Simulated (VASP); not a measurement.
# Ti (Fm-3m) in VASP: a series of runs, part 2 of 2

VASP 6.6.1.

### 3 Single point, PBE

This run uses another cell than the first one, of 16.73 Å³/atom.

The input, INCAR:

```
PREC = Accurate
ENCUT = 500
EDIFF = 1E-6
ISMEAR = 0
SIGMA = 0.1
LREAL = F
LASPH = T
NELM = 120
ALGO = Normal
ISIF = 2
LWAVE = F
LCHARG = F
GGA = PE
NBANDS = 12
GGA_COMPAT = F
```

The input, KPOINTS:

```
regular mesh
0
Gamma
  18 18 18
```

The input, POSCAR:

```
Ti
1.0
    0.0000000000      2.0300000000      2.0300000000
    2.0300000000      0.0000000000      2.0300000000
    2.0300000000      2.0300000000      0.0000000000
Ti
1
Direct
    0.0000000000      0.0000000000      0.0000000000
```

Potentials or basis: VASP PAW PBE potentials, release 64 (Ti_sv).

Run with:

```console
> cat potpaw_PBE.64/Ti_sv/POTCAR > POTCAR
> mpirun -np 1 vasp_std > vasp.out
```

Run time: 46 s. Hardware: 1 thread of Intel Xeon 8259CL, shared host; peak memory 0.16 GiB.

The run converged. Its results:

```yaml
Free_energy: -7.7742 eV
Pressure: 4.0 GPa
Band_gap_on_the_k_mesh: zero (bands 6 and 7 overlap by 1.35 eV)
```

Levels at points of the mesh, in eV from the Fermi level:
```tsv
k point	band 2	band 3	band 4	band 5	band 6	band 7	band 8	band 9	band 10	band 11
(0.00, 0.00, 0.00)	-32.46	-32.46	-32.46	-6.19	0.90	0.90	0.90	2.61	2.61	15.45
(0.50, 0.00, 0.00)	-33.22	-32.56	-32.56	-2.67	0.72	0.77	0.77	3.74	3.74	8.56
(0.50, 0.50, 0.00)	-33.16	-32.73	-32.73	-2.71	-1.81	3.01	3.73	4.03	4.03	10.98
```

Caveat: the cell stands under pressure.

### 4 Single point, PBEsol

This run uses another cell than the first one, of 16.73 Å³/atom.

The input, INCAR:

```
SYSTEM = Ti
PREC = Accurate
ENCUT = 500
EDIFF = 1E-6
ISMEAR = 0
SIGMA = 0.1
LREAL = .False.
LASPH = .True.
NELM = 120
ALGO = Normal
ISIF = 2
LWAVE = .False.
LCHARG = .False.
GGA = PS
NBANDS = 12
GGA_COMPAT = .False.
```

The input, KPOINTS:

```
Automatic mesh
0
Gamma
  18 18 18
  0 0 0
```

POSCAR is that of step 3.

Potentials or basis: VASP PAW PBE potentials, release 64 (Ti_sv).

Run with:

```console
> cat potpaw_PBE.64/Ti_sv/POTCAR > POTCAR
> mpirun -np 1 vasp_std > vasp.out
```

OUTCAR:

```text
SYSTEM = Ti
   PREC = Accurate
   ENCUT = 500
   EDIFF = 1E-6
   ISMEAR = 0
   LREAL = .False.
   LASPH = .True.
   NELM = 120
   ISIF = 2
   GGA = PS

 ion  position               nearest neighbor table
   1  0.000  0.000  0.000-

  LATTYP: Found a face centered cubic cell.
 ALAT       =     4.0600000000

  Lattice vectors:

 A1 = (   0.0000000000,   2.0300000000,   2.0300000000)
 A2 = (   2.0300000000,   0.0000000000,   2.0300000000)
 A3 = (   2.0300000000,   2.0300000000,   0.0000000000)

Analysis of symmetry for initial positions (statically):
=====================================================================
 Subroutine PRICEL returns:
 Original cell was already a primitive cell.

 Routine SETGRP: Setting up the symmetry group for a
 face centered cubic supercell.

 Subroutine GETGRP returns: Found 48 space group operations
 (whereof 48 operations were pure point group operations)
 out of a pool of 48 trial point group operations.

The static configuration has the point symmetry O_h .

Analysis of symmetry for dynamics (positions and initial velocities):
[... 170 lines left out ...]
      4     -23.8276      2.00000
      5       2.3099      2.00000
      6       9.3942      0.00000
      7       9.3942      0.00000
      8       9.3942      0.00000
      9      11.1035      0.00000
     10      11.1035      0.00000
     11      23.9708      0.00000
     12      28.5867      0.00000
[... 331 lines left out ...]
 k-point    24 :      -0.2222    0.0556    0.0000
  band No.  band energies     occupation
      1     -47.8495      2.00000
      2     -24.1981      2.00000
      3     -23.8987      2.00000
      4     -23.8658      2.00000
      5       4.1165      2.00000
      6       8.5484      0.46650
      7       9.6324      0.00000
      8       9.7369      0.00000
      9      10.8984      0.00000
     10      11.4088      0.00000
     11      22.1370      0.00000
     12      24.7447      0.00000

 [... further k-points ...]

------------------------ aborting loop because EDIFF is reached ----------------------------------------

  FORCE on cell =-STRESS in cart. coord.  units (eV):
  Direction    XX          YY          ZZ          XY          YZ          ZX
  --------------------------------------------------------------------------------------
  -------------------------------------------------------------------------------------
  Total       -0.0698036     -0.0698036     -0.0698036      0.0000000     -0.0000000      0.0000000
  in kB       -6.6845170     -6.6845170     -6.6845170      0.0000000     -0.0000000      0.0000000
  external PRESSURE =      -6.6845170 kB  Pullay stress =       0.0000000 kB

 VOLUME and BASIS-vectors are now :
 -----------------------------------------------------------------------------
  energy-cutoff  :      500.00
  volume of cell :       16.73
      direct lattice vectors                 reciprocal lattice vectors
     0.000000000  2.030000000  2.030000000    -0.246305419  0.246305419  0.246305419
     2.030000000  0.000000000  2.030000000     0.246305419 -0.246305419  0.246305419
     2.030000000  2.030000000  0.000000000     0.246305419  0.246305419 -0.246305419

 POSITION                                       TOTAL-FORCE (eV/Angst)
 -----------------------------------------------------------------------------------
      0.00000      0.00000      0.00000         0.000000      0.000000      0.000000
 -----------------------------------------------------------------------------------
    total drift:                                0.000000     -0.000000     -0.000000

  FREE ENERGIE OF THE ION-ELECTRON SYSTEM (eV)
  ---------------------------------------------------
  free  energy   TOTEN  =        -8.2872230584 eV

  energy  without entropy=       -8.2786881825  energy(sigma->0) =       -8.28295562
```

It took 49 s on 1 thread of Intel Xeon 8259CL, shared host; peak memory 0.16 GiB.

Results:

```yaml
Free_energy: -8.2872 eV
Pressure: -0.7 GPa
Band_gap_on_the_k_mesh: zero (bands 6 and 7 overlap by 1.35 eV)
```

Caveat: the PAW data sets were made with another functional, which shifts forces and pressure a little.

### 5 Single point, PBE

This run uses another cell than the first one, of 18.43 Å³/atom.

The input, INCAR:

```
PREC = Accurate ; ENCUT = 500
EDIFF = 1E-6 ; ISMEAR = 0
SIGMA = 0.1 ; LREAL = False
LASPH = True ; NELM = 120
ALGO = Normal ; ISIF = 2
LWAVE = False ; LCHARG = True
GGA = PE ; LELF = True
LVHAR = True ; NBANDS = 12
GGA_COMPAT = False
```

The input, KPOINTS:

```
regular mesh
0
Gamma
  18 18 18
```

The input, POSCAR:

```
Ti
1.0
    0.0000000000      2.0963418293      2.0963418293
    2.0963418293      0.0000000000      2.0963418293
    2.0963418293      2.0963418293      0.0000000000
Ti
1
Direct
    0.0000000000      0.0000000000      0.0000000000
```

Run with:

```console
> cat potpaw_PBE.64/Ti_sv/POTCAR > POTCAR
> mpirun -np 1 vasp_std > vasp.out
```

It took 55 s on 1 thread of Intel Xeon 8259CL, shared host; peak memory 0.17 GiB.

Results (log left out):

```
Free energy            : -7.7617 eV
Pressure               : -5.9 GPa
Band gap on the k mesh : zero (bands 6 and 7 overlap by 1.24 eV)
```

Levels at points of the mesh, in eV from the Fermi level:
| k point | band 3 | band 4 | band 5 | band 6 | band 7 | band 8 | band 9 | band 10 |
| --- | --- | --- | --- | --- | --- | --- | --- | --- |
| (0.00, 0.00, 0.00) | -32.74 | -32.74 | -5.95 | 0.83 | 0.83 | 0.83 | 2.34 | 2.34 |
| (0.50, 0.00, 0.00) | -32.81 | -32.81 | -2.45 | 0.51 | 0.74 | 0.74 | 3.32 | 3.32 |
| (0.50, 0.50, 0.00) | -32.93 | -32.93 | -2.37 | -1.55 | 2.59 | 3.31 | 3.57 | 3.57 |

Caveat: the cell stands under tension.

### 6 Single point, PBE

This run uses another cell than the first one, of 19.12 Å³/atom.

The input, INCAR:

```
ALGO     = Normal         # electronic algorithm
EDIFF    = 1E-6           # SCF threshold, eV
ENCUT    = 500            # plane-wave cutoff, eV
GGA      = PE             # functional
GGA_COMPAT= F            
ISIF     = 2              # what is computed and relaxed
ISMEAR   = 0              # smearing method
LASPH    = T              # aspherical terms in the spheres
LCHARG   = T              # write CHGCAR
LELF     = T              # ELF
LREAL    = F              # projectors in reciprocal space
LVHAR    = T            
LWAVE    = F              # write WAVECAR
NBANDS   = 12             # bands
NELM     = 120            # most SCF steps
PREC     = Accurate       # precision mode
SIGMA    = 0.1            # smearing width, eV
```

The input, KPOINTS:

```
k-points
0
Gamma
  18 18 18
```

The input, POSCAR:

```
Ti
1.0
    0.0000000000      2.1223860057      2.1223860057
    2.1223860057      0.0000000000      2.1223860057
    2.1223860057      2.1223860057      0.0000000000
Ti
1
Direct
    0.0000000000      0.0000000000      0.0000000000
```

Potentials or basis: VASP PAW PBE potentials, release 64 (Ti_sv).

Run with:

```console
> cat potpaw_PBE.64/Ti_sv/POTCAR > POTCAR
> mpirun -np 1 vasp_std > vasp.out
```

Run time: 51 s. Hardware: 1 thread of Intel Xeon 8259CL, shared host; peak memory 0.17 GiB.

Results (log left out):

* Free energy: -7.7300 eV
* Pressure: -8.8 GPa
* Band gap on the k mesh: zero (bands 6 and 7 overlap by 1.19 eV)

Levels at points of the mesh, in eV from the Fermi level:
```tsv
k point	band 2	band 3	band 4	band 5	band 6	band 7	band 8	band 9	band 10	band 11
(0.00, 0.00, 0.00)	-32.84	-32.84	-32.84	-5.85	0.81	0.81	0.81	2.24	2.24	14.72
(0.50, 0.00, 0.00)	-33.32	-32.90	-32.90	-2.38	0.44	0.72	0.72	3.16	3.16	7.21
(0.50, 0.50, 0.00)	-33.29	-33.01	-33.01	-2.26	-1.47	2.45	3.16	3.40	3.40	9.46
```

Caveat: the cell stands under tension.

### 7 The runs side by side

```tsv
level	cell	gap on the mesh (eV)	pressure (GPa)
PBE	a = 2.848 Å, angles 60.0°, 1 atom	none	7.0
PBE	a = 2.871 Å, angles 60.0°, 1 atom	none	4.0
PBEsol	a = 2.871 Å, angles 60.0°, 1 atom	none	-0.7
PBE	a = 2.965 Å, angles 60.0°, 1 atom	none	-5.9
PBE	a = 3.002 Å, angles 60.0°, 1 atom	none	-8.8
```

Alike in all rows: task single point; potentials or basis VASP PAW PBE potentials, release 64 (Ti_sv); no spin polarisation; k mesh 18 × 18 × 18; cutoff (eV) 500; smearing gaussian 0.1 eV.

Caveats: the cell stands under pressure (at least some runs); the cell stands under tension (at least some runs); the PAW data sets were made with another functional, which shifts forces and pressure a little (at least some runs).

Absolute energies hang on the potentials; compare differences alone.
